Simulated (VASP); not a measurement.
# ZnSe (I-4m2) in VASP: notebook, part 2 of 2

VASP 6.6.1. The steps go on from the part before.

### 3 Single point, PBE (epitaxial xy strain +5.0%)

Contents of INCAR:

```
SYSTEM = ZnSe
PREC = Accurate
ENCUT = 520
EDIFF = 1E-6
ISMEAR = 0
SIGMA = 0.01
LREAL = .FALSE.
LASPH = .TRUE.
NELM = 80
ALGO = Normal
ISIF = 2
LWAVE = .FALSE.
LCHARG = .FALSE.
GGA = PE
NBANDS = 16
```

Contents of KPOINTS:

```
Automatic mesh
0
G
  4 4 4
  0 0 0
```

Contents of POSCAR:

```
ZnSe
1.0
    0.0000000000      2.9740417191      2.6590364151
    2.9740417191      0.0000000000      2.6590364151
    2.9740417191      2.9740417191      0.0000000000
Zn Se
1 1
Direct
    0.0000000000      0.0000000000      0.0000000000
    0.2500000000      0.2500000000      0.2500000000
```

Potentials or basis: VASP PAW PBE potentials, release 64 (Zn, Se).

Launch:

```sh
$ cat potpaw_PBE.64/Zn/POTCAR potpaw_PBE.64/Se/POTCAR > POTCAR
$ mpirun -np 1 vasp_std > vasp.out
```

OUTCAR:

```text
SYSTEM = ZnSe
   PREC = Accurate
   ENCUT = 520
   EDIFF = 1E-6
   ISMEAR = 0
   LREAL = .FALSE.
   LASPH = .TRUE.
   NELM = 80
   ISIF = 2
   GGA = PE

 ion  position               nearest neighbor table
   1  0.000  0.000  0.000-   2 2.49   2 2.49   2 2.49   2 2.49
   2  0.250  0.250  0.250-   1 2.49   1 2.49   1 2.49   1 2.49

  LATTYP: Found a body centered tetragonal cell.
 ALAT       =     4.2059301342
 C/A-ratio  =     1.2644225321

  Lattice vectors:

 A1 = (   0.0000000000,  -2.9740417191,  -2.6590364151)
 A2 = (   0.0000000000,   2.9740417191,  -2.6590364151)
 A3 = (   2.9740417191,   0.0000000000,   2.6590364151)

Analysis of symmetry for initial positions (statically):
=====================================================================
 Subroutine PRICEL returns:
 Original cell was already a primitive cell.

 Routine SETGRP: Setting up the symmetry group for a
 body centered tetragonal supercell.

 Subroutine GETGRP returns: Found  8 space group operations
 (whereof  8 operations were pure point group operations)
 out of a pool of 16 trial point group operations.

The static configuration has the point symmetry D_2d.

Analysis of symmetry for dynamics (positions and initial velocities):
=====================================================================
 Subroutine PRICEL returns:
 Original cell was already a primitive cell.

 Routine SETGRP: Setting up the symmetry group for a
 body centered tetragonal supercell.

 Subroutine GETGRP returns: Found  8 space group operations
 (whereof  8 operations were pure point group operations)
 out of a pool of 16 trial point group operations.

The dynamic configuration has the point symmetry D_2d.

 Subroutine INISYM returns: Found  8 space group operations
 (whereof  8 operations are pure point group operations),
 and found     1 'primitive' translations

----------------------------------------------------------------------------------------

[... 99 lines left out ...]
     AMIX     =   0.40;   BMIX     =  1.00
     AMIX_MAG =   1.60;   BMIX_MAG =  1.00
  volume/ion in A,a.u.               =      23.52       158.71
  Fermi-wavevector in a.u.,A,eV,Ry     =   1.188547  2.246027 19.220174  1.412643
  Thomas-Fermi vector in A             =   2.324674
   LORBIT       =      0    0 simple, 1 ext, 2 COOP (PROOUT), +10 PAW based schemes
   GGA     = PE    functional components
   LHFCALC =     F    Hartree Fock is set to
   AEXX    =    0.0000 exact exchange contribution
   IVDW    =     0    specifies the selected vdW correction
   LEPSILON=     F    determine dielectric tensor
   LRPA    =     F    only Hartree local field effects (RPA)
 non-spin polarized calculation
 Gauss-broadening in eV      SIGMA  =   0.01
  energy-cutoff  :      520.00
  volume of cell :       47.04
 maximum number of plane-waves:      1289
 NGX is ok and might be reduce to    30
   NGX = 15   NGY = 15   NGZ = 15

 number of electron      18.0000003 magnetization

 Free energy of the ion-electron system (eV)
  ---------------------------------------------------
  ext. energy  EPLUGINS =         0.00000000
  ---------------------------------------------------
  free energy    TOTEN  =        -5.93139624 eV

  energy without entropy =       -5.93139624  energy(sigma->0) =       -5.93139624

 E-fermi :   1.6816     XC(G=0):  -9.1709

 val. band max:        1.5674994651   @ k =   0.0000   0.0000   0.0000
 cond. band min:       2.4582100747   @ k =   0.0000   0.0000   0.0000
 fundamental gap:      0.8907106096
 Fermi energy:         1.6816453305

 k-point     1 :       0.0000    0.0000    0.0000
  band No.  band energies     occupation
      1     -11.6609      2.00000
      2      -5.1009      2.00000
      3      -5.1009      2.00000
      4      -5.0590      2.00000
      5      -4.7696      2.00000
      6      -4.7576      2.00000
[... 224 lines left out ...]
      3      -4.8721      2.00000
      4      -4.7846      2.00000
      5      -4.7689      2.00000
      6      -4.5148      2.00000
[... 8 lines left out ...]
     15      13.8560      0.00000
     16      14.6265      0.00000

------------------------ aborting loop because EDIFF is reached ----------------------------------------

  FORCE on cell =-STRESS in cart. coord.  units (eV):
  Direction    XX          YY          ZZ          XY          YZ          ZX
  --------------------------------------------------------------------------------------
  -------------------------------------------------------------------------------------
  Total       -0.2029665     -0.2029665      0.7180865      0.0000000      0.0000000      0.0000000
  in kB       -6.9133176     -6.9133176     24.4590134      0.0000000      0.0000000      0.0000000
  external PRESSURE =       3.5441261 kB  Pullay stress =       0.0000000 kB

 VOLUME and BASIS-vectors are now :
 -----------------------------------------------------------------------------
  energy-cutoff  :      520.00
  volume of cell :       47.04
      direct lattice vectors                 reciprocal lattice vectors
     0.000000000  2.974041719  2.659036415    -0.168121381  0.168121381  0.188038042
     2.974041719  0.000000000  2.659036415     0.168121381 -0.168121381  0.188038042
     2.974041719  2.974041719  0.000000000     0.168121381  0.168121381 -0.188038042

 POSITION                                       TOTAL-FORCE (eV/Angst)
 -----------------------------------------------------------------------------------
      0.00000      0.00000      0.00000         0.000000      0.000000      0.000000
      1.48702      1.48702      1.32952        -0.000000     -0.000000     -0.000000
 -----------------------------------------------------------------------------------
    total drift:                                0.000005      0.000005      0.000011

  FREE ENERGIE OF THE ION-ELECTRON SYSTEM (eV)
  ---------------------------------------------------
  free  energy   TOTEN  =        -5.9313962364 eV

  energy  without entropy=       -5.9313962364  energy(sigma->0) =       -5.93139624
```

stdout:

```text
POSCAR found type information on POSCAR ZnSe
 POSCAR found :  2 types and       2 ions
 scaLAPACK will be used
 LDA part: xc-table for (Slater+PW92), standard interpolation
 POSCAR, INCAR and KPOINTS ok, starting setup
 FFT: planning ... GRIDC
 FFT: planning ... GRID_SOFT
 FFT: planning ... GRID
 WAVECAR not read
 entering main loop
```

It took 6.3 s on 1 thread of Intel Xeon Platinum 8481C at 2.70GHz (Sapphire Rapids), shared host; peak memory 0.17 GiB.

What came out:

```yaml
Free_energy: -5.9314 eV
Pressure: 0.4 GPa
Band_gap_on_the_k_mesh: 0.89 eV, direct
```

Stress tensor (GPa, compression positive):
```
-0.69  0.00  0.00
 0.00 -0.69  0.00
 0.00  0.00  2.45
```

Levels at points of the mesh, in eV from the valence-band top:
| k point | band 5 | band 6 | band 7 | band 8 | band 9 | band 10 | band 11 | band 12 | band 13 | band 14 |
| --- | --- | --- | --- | --- | --- | --- | --- | --- | --- | --- |
| (0.00, 0.00, 0.00) | -6.34 | -6.33 | -0.32 | -0.32 | 0.00 | 0.89 | 5.62 | 5.68 | 5.68 | 9.59 |
| (0.50, 0.00, 0.00) | -6.30 | -6.19 | -5.19 | -1.30 | -0.74 | 2.14 | 5.77 | 6.75 | 8.34 | 10.46 |
| (0.50, 0.50, 0.00) | -6.27 | -6.08 | -4.38 | -2.63 | -2.63 | 2.56 | 2.58 | 10.72 | 10.72 | 10.90 |
| (0.50, 0.00, 0.50) | -6.30 | -6.21 | -5.00 | -2.13 | -1.95 | 3.01 | 3.61 | 9.83 | 10.04 | 10.86 |

Caveat: the k points lie up to 0.48 Å⁻¹ apart; the cell differs from its parent crystal (epitaxial xy strain +5.0%).
